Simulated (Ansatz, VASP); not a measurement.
Two plane-wave programs on Tl

```
CELL_PARAMETERS angstrom
3.45600 0.00000 0.00000
-1.72800 2.99298 0.00000
0.00000 0.00000 5.08300
ATOMIC_POSITIONS crystal
Tl 0.33333 0.66667 0.25000
Tl 0.66667 0.33333 0.75000
```

Change from the starting cell: strain +0.000 along x and y, -0.080 along z, atoms carried along.

Alike in both runs: task single point; functional PBEsol; k mesh 18 × 18 × 10; occupations gaussian, width 0.15 eV; no spin polarisation.

|  | VASP | Ansatz |
| --- | --- | --- |
| version | VASP 6.6.1 | Ansatz 0.2.0 |
| potentials or method | VASP PAW PBE potentials, release 64 (Tl_d), cutoff 520 eV | scalar-relativistic, plane waves, PAW |
| valence electrons in the cell | 26 | 26 |

VASP gave:

- gap on the k mesh at the Fermi level (eV): none
- pressure (GPa): 4.2
- traceless stress, the component that is largest in VASP (GPa): 1.78

**Question.** Estimate Ansatz's values.

**Answer.** gap on the k mesh at the Fermi level (eV): none; pressure (GPa): 4.3; traceless stress, the component that is largest in VASP (GPa): 1.78.

VASP's potentials were made for PBE, not for PBEsol. A gap of «none» marks a metal or a gap that the smearing closes.

Neither program's run includes spin-orbit coupling.
